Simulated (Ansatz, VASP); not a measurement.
## Pt: VASP beside Ansatz

The input INCAR:

```
  PREC = Accurate
  ENCUT = 500
  EDIFF = 1E-6
  ISMEAR = 0
  SIGMA = 0.1
  LREAL = F
  LASPH = T
  NELM = 120
  ALGO = Normal
  ISIF = 2
  LWAVE = F
  LCHARG = T
  GGA = PS
  LELF = T
  LVHAR = T
  NBANDS = 11
  GGA_COMPAT = F
```

The input KPOINTS:

```
Automatic mesh
0
Gamma
  8 8 8
```

File POSCAR:

```
Pt
1.0
   -1.3931646063      1.3931646063      2.1194967117
    1.3931646063     -1.3931646063      2.1194967117
    1.3931646063      1.3931646063     -2.1194967117
Pt
1
Direct
    0.0000000000      0.0000000000      0.0000000000
```

Input for Ansatz:

```yaml
crystal:
  lattice:
    - [-1.3931646063, 1.3931646063, 2.1194967117]
    - [1.3931646063, -1.3931646063, 2.1194967117]
    - [1.3931646063, 1.3931646063, -2.1194967117]
  atoms:
    - { symbol: Pt, position: [0.0, 0.0, 0.0] }
basis:
  ecutwfc: 420
kpoints:
  mp_grid: { grid: [8, 8, 8] }
hamiltonian:
  xc: pbesol
scf:
  occupations: { method: gaussian, width: 0.1 }
  lower_state_search: "off"
output:
  forces: true
  stress: true
  eigenvalues: true
```

Alike in both runs: task single point; functional PBEsol; k mesh 8 × 8 × 8; occupations gaussian, width 0.1 eV; no spin polarisation.

|  | VASP | Ansatz |
| --- | --- | --- |
| version | VASP 6.6.1 | Ansatz 0.2.0 |
| potentials or method | VASP PAW PBE potentials, release 64 (Pt), cutoff 500 eV | scalar-relativistic, plane waves, PAW |
| valence electrons in the cell | 10 | 18 |

VASP gave:

- gap on the k mesh at the Fermi level (eV): none
- pressure (GPa): -20.4
- traceless stress, the component that is largest in VASP (GPa): -6.09

**Question.** What did Ansatz give for the same quantities?

**Answer.** gap on the k mesh at the Fermi level (eV): none; pressure (GPa): -20.1; traceless stress, the component that is largest in VASP (GPa): -6.15.

VASP's potentials were made for PBE, not for PBEsol. A gap of «none» marks a metal or a gap that the smearing closes. The functional is the same, so the differences come from potentials, cutoffs and numerics. VASP's potentials hold 10 valence electrons a cell and Ansatz's 18, so a difference there can come from the potentials and not from the codes.

The k mesh is coarse, so the values compare programs but aren't converged. Neither program's run includes spin-orbit coupling.
